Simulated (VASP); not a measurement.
**AlN: single point with PBE**

The system is AlN.

```
CELL_PARAMETERS angstrom
3.13024 0.00000 0.00000
-1.56512 2.71087 0.00000
0.00000 0.00000 10.03596
ATOMIC_POSITIONS crystal
Al 0.33333 0.66667 0.00086
Al 0.33333 0.66667 0.50086
Al 0.66667 0.33333 0.25086
Al 0.66667 0.33333 0.75086
N 0.33333 0.66667 0.19164
N 0.33333 0.66667 0.69164
N 0.66667 0.33333 0.44164
N 0.66667 0.33333 0.94164
```

* Program: VASP 6.6.1
* Task: single point
* Functional: PBE
* Potentials or basis: VASP PAW PBE potentials, release 64 (Al, N)
* Cutoff: 520 eV
* k mesh: 12 × 12 × 2
* Occupations: gaussian, width 0.05 eV
* Spin: no spin polarisation
* Dipole correction: no
* Further INCAR settings: ALGO = Normal; EDIFF = 1e-06; NBANDS = 26

* Pressure: -0.3 GPa
* Band gap on the k mesh: 4.04 eV

Levels at points of the mesh, in eV from the valence-band top:
```csv
k point,band 12,band 13,band 14,band 15,band 16,band 17,band 18,band 19,band 20,band 21
"(0.00, 0.00, 0.00)",-0.53,-0.53,-0.20,-0.20,0.00,4.04,6.31,6.31,6.51,10.16
"(0.50, 0.00, 0.00)",-1.44,-1.44,-1.35,-1.35,-0.68,5.24,5.24,5.76,5.76,8.02
"(0.00, 0.00, 0.50)",-0.76,-0.30,-0.30,-0.30,-0.30,5.01,5.01,6.62,6.62,10.12
"(0.50, 0.00, 0.50)",-1.89,-1.18,-1.18,-0.93,-0.93,5.01,5.01,5.84,5.84,9.20
```

Wall time 83 s on 1 thread of Intel(R) Xeon(R) Platinum 8175M CPU @ 2.50GHz (Skylake/Cascade Lake), with other jobs on the host, peak memory 0.22 GiB.

A k mesh can miss the band edges.
